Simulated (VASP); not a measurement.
# Mg2C (Fm-3m) in VASP: notebook

Mg2C is run at these levels: r2SCAN, PBE; tasks: single point.

Program: VASP 6.6.1. These are calculated values, not measurements. Logs are shortened: lines on timing, memory, paths and dates and some standing lists are left out, and cuts for length are marked.

## Step 1: The cell of the first run

Symmetry: Fm-3m, No. 225, cubic system. The conventional cell has a = 5.422 Å, b = 5.422 Å, c = 5.422 Å, α = 90.00°, β = 90.00°, γ = 90.00°. Within 3.1 Å of C (site symmetry m-3m) lie 8 Mg at 2.35 Å. Mg (site symmetry -43m) has 4 C at 2.35 Å and 6 Mg at 2.71 Å within 3.1 Å.

## Step 2: Single point, r2SCAN

The input, POSCAR:

```
Mg2C
1.0
    0.0000000000      2.7109426129      2.7109426129
    2.7109426129      0.0000000000      2.7109426129
    2.7109426129      2.7109426129      0.0000000000
C Mg
1 2
Direct
    0.0000000000      0.0000000000      0.0000000000
    0.2500000000      0.2500000000      0.2500000000
    0.7500000000      0.7500000000      0.7500000000
```

The input, INCAR.step1:

```
PREC = Accurate
ENCUT = 520
ISMEAR = 0
SIGMA = 0.01
LREAL = False
LASPH = True
NELM = 60
NBANDS = 11
GGA = PE
ALGO = Normal
EDIFF = 1E-4
LWAVE = True
LCHARG = False
```

The input, INCAR.step2:

```
PREC = Accurate
ENCUT = 520
EDIFF = 1E-6
ISMEAR = 0
SIGMA = 0.01
LREAL = False
LASPH = True
NELM = 60
ALGO = Normal
ISIF = 2
LWAVE = False
LCHARG = False
METAGGA = R2SCAN
LMIXTAU = True
NBANDS = 11
ISTART = 1
```

The input, KPOINTS:

```
regular mesh
0
Gamma
  6 6 6
```

Potentials or basis: VASP PAW PBE potentials, release 64 (C, Mg).

The run is started by

```bash
$ cat potpaw_PBE.64/C/POTCAR potpaw_PBE.64/Mg/POTCAR > POTCAR
$ cp INCAR.step1 INCAR
$ mpirun -np 1 vasp_std > vasp.out
$ cp INCAR.step2 INCAR
$ mpirun -np 1 vasp_std > vasp.out
```

OUTCAR:

```text
PREC = Accurate
   ENCUT = 520
   EDIFF = 1E-6
   ISMEAR = 0
   LREAL = False
   LASPH = True
   NELM = 60
   ISIF = 2
   METAGGA = R2SCAN
   ISTART = 1

 ion  position               nearest neighbor table
   1  0.000  0.000  0.000-   3 2.35   3 2.35   3 2.35   2 2.35   3 2.35   2 2.35   2 2.35   2 2.35

   2  0.250  0.250  0.250-   1 2.35   1 2.35   1 2.35   1 2.35   3 2.71   3 2.71   3 2.71   3 2.71
                             3 2.71   3 2.71
   3  0.750  0.750  0.750-   1 2.35   1 2.35   1 2.35   1 2.35   2 2.71   2 2.71   2 2.71   2 2.71
                             2 2.71   2 2.71

  LATTYP: Found a face centered cubic cell.
 ALAT       =     5.4218852258

  Lattice vectors:

 A1 = (   0.0000000000,   2.7109426129,   2.7109426129)
 A2 = (   2.7109426129,   0.0000000000,   2.7109426129)
 A3 = (   2.7109426129,   2.7109426129,   0.0000000000)

Analysis of symmetry for initial positions (statically):
=====================================================================
 Subroutine PRICEL returns:
 Original cell was already a primitive cell.

 Routine SETGRP: Setting up the symmetry group for a
 face centered cubic supercell.

 Subroutine GETGRP returns: Found 48 space group operations
 (whereof 48 operations were pure point group operations)
 out of a pool of 48 trial point group operations.

The static configuration has the point symmetry O_h .

Analysis of symmetry for dynamics (positions and initial velocities):
=====================================================================
 Subroutine PRICEL returns:
 Original cell was already a primitive cell.

 Routine SETGRP: Setting up the symmetry group for a
 face centered cubic supercell.

 Subroutine GETGRP returns: Found 48 space group operations
 (whereof 48 operations were pure point group operations)
 out of a pool of 48 trial point group operations.

The dynamic configuration has the point symmetry O_h .

 Subroutine INISYM returns: Found 48 space group operations
 (whereof 48 operations are pure point group operations),
 and found     1 'primitive' translations

----------------------------------------------------------------------------------------

                                     Primitive cell

  volume of cell :      39.8466

  direct lattice vectors                    reciprocal lattice vectors
     0.000000000  2.710942613  2.710942613    -0.184437692  0.184437692  0.184437692
     2.710942613  0.000000000  2.710942613     0.184437692 -0.184437692  0.184437692
     2.710942613  2.710942613  0.000000000     0.184437692  0.184437692 -0.184437692

  length of vectors
     3.833851810  3.833851810  3.833851810     0.319455454  0.319455454  0.319455454

  position of ions in fractional coordinates (direct lattice)
     0.000000000  0.000000000  0.000000000
     0.250000000  0.250000000  0.250000000
     0.750000000  0.750000000  0.750000000

  ion indices of the primitive-cell ions
   primitive index   ion index
                 1           1
                 2           2
                 3           3

----------------------------------------------------------------------------------------

 KPOINTS: regular mesh

Automatic generation of k-mesh.
 Grid dimensions read from file:
 generate k-points for:    6    6    6

 Generating k-lattice:

  Cartesian coordinates                     Fractional coordinates (reciprocal lattice)
    -0.030739615  0.030739615  0.030739615     0.166666667  0.000000000  0.000000000
     0.030739615 -0.030739615  0.030739615     0.000000000  0.166666667  0.000000000
     0.030739615  0.030739615 -0.030739615     0.000000000  0.000000000  0.166666667

  Length of vectors
     0.053242576  0.053242576  0.053242576

  Shift w.r.t. Gamma in fractional coordinates (k-lattice)
     0.000000000  0.000000000  0.000000000

 Subroutine IBZKPT returns following result:
 ===========================================

 Found     16 irreducible k-points:

 Following reciprocal coordinates:
            Coordinates               Weight
  0.000000  0.000000  0.000000      1.000000
  0.166667  0.000000  0.000000      8.000000
  0.333333  0.000000  0.000000      8.000000
  0.500000  0.000000  0.000000      4.000000
  0.166667  0.166667  0.000000      6.000000
  0.333333  0.166667  0.000000     24.000000
[... 8 lines left out ...]
 -0.333333  0.333333  0.166667     24.000000
 -0.333333  0.500000  0.166667     12.000000
   k-points           NKPTS =     16   k-points in BZ     NKDIM =     16   number of bands    NBANDS=     11
   number of dos      NEDOS =    301   number of ions     NIONS =      3
   total plane-waves  NPLWV =  27000
   dimension x,y,z NGX =    30 NGY =   30 NGZ =   30
   dimension x,y,z NGXF=    60 NGYF=   60 NGZF=   60
   ions per type =               1   2
   NGX,Y,Z   is equivalent  to a cutoff of  13.01, 13.01, 13.01 a.u.
   NGXF,Y,Z  is equivalent  to a cutoff of  26.02, 26.02, 26.02 a.u.
 SYSTEM =  unknown system
   PREC   = accura    normal or accurate (medium, high low for compatibility)
   ISTART =      1    job   : 0-new  1-cont  2-samecut
   ICHARG =      0    charge: 1-file 2-atom 10-const
   ISPIN  =      1    spin polarized calculation?
   LNONCOLLINEAR =      F non collinear calculations
   LSORBIT =      F    spin-orbit coupling
   LASPH  =      T    aspherical Exc in radial PAW
   ENCUT  =  520.0 eV  38.22 Ry    6.18 a.u.   7.13  7.13  7.13*2*pi/ulx,y,z
   NELM   =     60;   NELMIN=  2; NELMDL=  0     # of ELM steps
   EDIFF  = 0.1E-05   stopping-criterion for ELM
   LREAL  =      F    real-space projection
   EDIFFG = 0.1E-04   stopping-criterion for IOM
   NSW    =      0    number of steps for IOM
   IBRION =     -1    ionic relax: 0-MD 1-quasi-New 2-CG
   NFREE  =      0    steps in history (QN), initial steepest desc. (CG)
   ISIF   =      2    stress and relaxation
   ISYM   =      2    0-nonsym 1-usesym 2-fastsym
   POTIM  = 0.5000    time-step for ionic-motion
   TEBEG  =    0.0;   TEEND  =   0.0 temperature during run
   PSTRESS=    0.0 pullay stress
   NELECT =       8.0000    total number of electrons
   NUPDOWN=      -1.0000    fix difference up-down
   EMIN   =  10.00;   EMAX   =-10.00  energy-range for DOS
   EFERMI =   0.00;   METHOD = LEGACY
   ISMEAR =     0;   SIGMA  =   0.01  broadening in eV -4-tet -1-fermi 0-gaus
   EFERMI_NEDOS =   21; number of points for ismear=-14 and -15
   IALGO  =     38    algorithm
   IMIX   =      4    mixing-type and parameters
     AMIX     =   0.40;   BMIX     =  1.00
     AMIX_MAG =   1.60;   BMIX_MAG =  1.00
  volume/ion in A,a.u.               =      13.28        89.63
  Fermi-wavevector in a.u.,A,eV,Ry     =   0.958608  1.811507 12.502799  0.918930
  Thomas-Fermi vector in A             =   2.087731
   LORBIT       =      0    0 simple, 1 ext, 2 COOP (PROOUT), +10 PAW based schemes
   METAGGA = R2SCAN    functional components
   LHFCALC =     F    Hartree Fock is set to
   AEXX    =    0.0000 exact exchange contribution
   IVDW    =     0    specifies the selected vdW correction
   LEPSILON=     F    determine dielectric tensor
   LRPA    =     F    only Hartree local field effects (RPA)
 non-spin polarized calculation
 Gauss-broadening in eV      SIGMA  =   0.01
  energy-cutoff  :      520.00
  volume of cell :       39.85
 maximum number of plane-waves:      1090
 NGX is ok and might be reduce to    30
   NGX = 15   NGY = 15   NGZ = 15

 number of electron       8.0000000 magnetization

 Free energy of the ion-electron system (eV)
  ---------------------------------------------------
  ext. energy  EPLUGINS =         0.00000000
  ---------------------------------------------------
  free energy    TOTEN  =       -17.80311799 eV

  energy without entropy =      -17.80311799  energy(sigma->0) =      -17.80311799

 E-fermi :   3.7026     XC(G=0): -10.3992

 val. band max:        3.6500186544   @ k =   0.0000   0.0000   0.0000
 cond. band min:       4.7566962015   @ k =   0.5000   0.5000   0.0000
 fundamental gap:      1.1066775472
 Fermi energy:         3.7026471757

 k-point     1 :       0.0000    0.0000    0.0000
  band No.  band energies     occupation
      1      -7.6421      2.00000
      2       3.6500      2.00000
      3       3.6500      2.00000
      4       3.6500      2.00000
      5       5.6033      0.00000
      6      10.8536      0.00000
      7      10.8536      0.00000
      8      10.8536      0.00000
      9      13.8734      0.00000
     10      13.8734      0.00000
     11      15.1798      0.00000

 k-point     2 :       0.1667    0.0000    0.0000
  band No.  band energies     occupation
      1      -7.3509      2.00000
      2       1.9502      2.00000
      3       3.5261      2.00000
      4       3.5261      2.00000
      5       6.8473      0.00000
      6      10.7071      0.00000
      7      11.0316      0.00000
      8      11.0316      0.00000
      9      12.7147      0.00000
     10      12.7147      0.00000
     11      14.6871      0.00000

 k-point     3 :       0.3333    0.0000    0.0000
  band No.  band energies     occupation
      1      -6.6231      2.00000
      2      -0.1684      2.00000
      3       3.3119      2.00000
      4       3.3119      2.00000
      5       7.5829      0.00000
      6      10.1969      0.00000
      7      10.1969      0.00000
      8      10.4862      0.00000
      9      14.1245      0.00000
     10      14.1245      0.00000
     11      15.0415      0.00000

 k-point     4 :       0.5000    0.0000    0.0000
  band No.  band energies     occupation
      1      -6.1248      2.00000
      2      -1.1664      2.00000
      3       3.2181      2.00000
      4       3.2181      2.00000
      5       7.6753      0.00000
      6       9.7621      0.00000
      7       9.7621      0.00000
      8      10.2757      0.00000
      9      16.0787      0.00000
     10      16.1202      0.00000
     11      16.1202      0.00000

 k-point     5 :       0.1667    0.1667    0.0000
  band No.  band energies     occupation
      1      -7.2546      2.00000
      2       2.0576      2.00000
      3       3.1559      2.00000
      4       3.1559      2.00000
      5       7.1727      0.00000
      6      10.0742      0.00000
      7      10.7813      0.00000
      8      11.6557      0.00000
      9      11.6557      0.00000
     10      14.4470      0.00000
     11      16.2477      0.00000
[... 99 lines left out ...]
 k-point    13 :       0.5000    0.5000    0.0000
  band No.  band energies     occupation
      1      -5.6433      2.00000
      2      -0.4454      2.00000
      3       2.0722      2.00000
      4       2.0722      2.00000
      5       4.7567      0.00000
      6       8.4091      0.00000
      7      13.6064      0.00000
      8      13.8889      0.00000
      9      13.8890      0.00000
     10      17.9621      0.00000
     11      18.2889      0.00000

 k-point    14 :       0.5000    0.3333    0.1667
  band No.  band energies     occupation
      1      -6.0993      2.00000
      2       0.0130      2.00000
      3       1.5864      2.00000
      4       2.5032      2.00000
      5       7.3097      0.00000
      6       9.9534      0.00000
      7      10.2932      0.00000
      8      12.2145      0.00000
      9      13.3607      0.00000
     10      15.8510      0.00000
     11      18.5683      0.00000

 k-point    15 :      -0.3333    0.3333    0.1667
  band No.  band energies     occupation
      1      -5.7497      2.00000
      2      -0.2389      2.00000
      3       1.0835      2.00000
      4       2.1160      2.00000
      5       7.4731      0.00000
      6       9.5853      0.00000
      7      11.5862      0.00000
      8      11.9424      0.00000
      9      13.8278      0.00000
     10      14.9114      0.00000
     11      19.4953      0.00000

 k-point    16 :      -0.3333    0.5000    0.1667
  band No.  band energies     occupation
      1      -5.6126      2.00000
      2       0.0174      2.00000
      3       1.2064      2.00000
      4       1.3698      2.00000
      5       6.5037      0.00000
      6       9.9670      0.00000
      7      11.3995      0.00000
      8      12.6030      0.00000
      9      14.3063      0.00000
     10      15.7877      0.00000
     11      19.3424      0.00000

------------------------ aborting loop because EDIFF is reached ----------------------------------------

  FORCE on cell =-STRESS in cart. coord.  units (eV):
  Direction    XX          YY          ZZ          XY          YZ          ZX
  --------------------------------------------------------------------------------------
  -------------------------------------------------------------------------------------
  Total       -0.1057815     -0.1057815     -0.1057815      0.0000000      0.0000000     -0.0000000
  in kB       -4.2533320     -4.2533320     -4.2533320      0.0000000      0.0000000     -0.0000000
  external PRESSURE =      -4.2533320 kB  Pullay stress =       0.0000000 kB

 VOLUME and BASIS-vectors are now :
 -----------------------------------------------------------------------------
  energy-cutoff  :      520.00
  volume of cell :       39.85
      direct lattice vectors                 reciprocal lattice vectors
     0.000000000  2.710942613  2.710942613    -0.184437692  0.184437692  0.184437692
     2.710942613  0.000000000  2.710942613     0.184437692 -0.184437692  0.184437692
     2.710942613  2.710942613  0.000000000     0.184437692  0.184437692 -0.184437692

 POSITION                                       TOTAL-FORCE (eV/Angst)
 -----------------------------------------------------------------------------------
      0.00000      0.00000      0.00000        -0.000000     -0.000000     -0.000000
      1.35547      1.35547      1.35547         0.000000      0.000000      0.000000
      4.06641      4.06641      4.06641        -0.000000     -0.000000     -0.000000
 -----------------------------------------------------------------------------------
    total drift:                                0.000000     -0.000000     -0.000000

  FREE ENERGIE OF THE ION-ELECTRON SYSTEM (eV)
  ---------------------------------------------------
  free  energy   TOTEN  =       -17.8031179856 eV

  energy  without entropy=      -17.8031179856  energy(sigma->0) =      -17.80311799
```

Run time: 44 s. Hardware: 1 thread of Intel Xeon 6975P-C, shared host; peak memory 0.17 GiB.

Results:

```yaml
Free_energy: -17.8031 eV
Pressure: -0.4 GPa
Band_gap_on_the_k_mesh: 1.11 eV, indirect (least direct gap 1.95 eV)
```

Levels at points of the mesh, in eV from the valence-band top:
| k point | band 1 | band 2 | band 3 | band 4 | band 5 | band 6 | band 7 | band 8 | band 9 |
| --- | --- | --- | --- | --- | --- | --- | --- | --- | --- |
| (0.00, 0.00, 0.00) | -11.29 | 0.00 | 0.00 | 0.00 | 1.95 | 7.20 | 7.20 | 7.20 | 10.22 |
| (0.50, 0.00, 0.00) | -9.77 | -4.82 | -0.43 | -0.43 | 4.03 | 6.11 | 6.11 | 6.63 | 12.43 |
| (0.50, 0.50, 0.00) | -9.29 | -4.10 | -1.58 | -1.58 | 1.11 | 4.76 | 9.96 | 10.24 | 10.24 |

Caveat: the PAW data sets were made with another functional, which shifts forces and pressure a little. A k mesh can miss the band edges.

## Step 3: Single point, PBE

The input, INCAR:

```
PREC = Accurate
ENCUT = 520
EDIFF = 1E-7
ISMEAR = 0
SIGMA = 0.01
LREAL = False
LASPH = True
NELM = 60
ALGO = Normal
ISIF = 2
LWAVE = False
LCHARG = False
GGA = PE
NBANDS = 11
```

The input, KPOINTS:

```
Automatic mesh
0
Gamma
  8 8 8
```

POSCAR is that of step 2.

Potentials or basis: VASP PAW PBE potentials, release 64 (C, Mg).

The run is started by

```bash
$ cat potpaw_PBE.64/C/POTCAR potpaw_PBE.64/Mg/POTCAR > POTCAR
$ mpirun -np 1 vasp_std > vasp.out
```

Wall time 16 s (1 thread of Intel Xeon 6975P-C, shared host); peak memory 0.17 GiB.

It converged, with:

- Free energy: -11.4813 eV
- Pressure: 1.8 GPa
- Band gap on the k mesh: 0.74 eV, indirect (least direct gap 1.50 eV)

Levels at points of the mesh, in eV from the valence-band top:
| k point | band 2 | band 3 | band 4 | band 5 | band 6 | band 7 |
| --- | --- | --- | --- | --- | --- | --- |
| (0.00, 0.00, 0.00) | 0.00 | 0.00 | 0.00 | 1.50 | 6.61 | 6.61 |
| (0.50, 0.00, 0.00) | -4.75 | -0.42 | -0.42 | 3.45 | 5.62 | 5.62 |
| (0.50, 0.50, 0.00) | -4.04 | -1.53 | -1.53 | 0.74 | 4.13 | 9.00 |

A k mesh can miss the band edges.

(Continued in part 2 of 2.)
